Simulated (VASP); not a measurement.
A run of VASP 6.6.1:

File INCAR:

```
PREC = Accurate
ENCUT = 500
EDIFF = 1E-7
ISMEAR = 0
SIGMA = 0.05
LREAL = False
LASPH = True
NELM = 120
ALGO = Normal
ISIF = 8
LWAVE = False
LCHARG = False
GGA = CA
IBRION = 2
NSW = 60
EDIFFG = -0.01
GGA_COMPAT = False
NELMIN = 4
```

KPOINTS

```
Automatic mesh
0
Gamma
  8 8 5
```

POSCAR

```
TaW
1.0
    1.6141300000     -2.3070300000      0.0000000000
    1.6141300000      2.3070300000      0.0000000000
    0.0000000000      0.0000000000      4.5214000000
Ta W
1 1
Direct
    0.0000000000      0.0000000000      0.0000000000
    0.5000000000      0.5000000000      0.5000000000
```

Potentials or basis: VASP PAW LDA potentials, release 64 (Ta_sv_GW, W_sv).

Launch:

```bash
$ cat potpaw_LDA.64/Ta_sv_GW/POTCAR potpaw_LDA.64/W_sv/POTCAR > POTCAR
$ mpirun -np 1 vasp_std > vasp.out
```

Hardware: 1 thread of Intel(R) Xeon(R) Platinum 8259CL CPU @ 2.50GHz (Skylake/Cascade Lake), on a shared host.

Question: How long does it take, and how much memory?

Answer: It took 88 s on 1 thread of Intel(R) Xeon(R) Platinum 8259CL CPU @ 2.50GHz (Skylake/Cascade Lake) (shared host), peak memory 0.18 GiB. Counts: scf iterations 54, k points 63, ion steps 4.
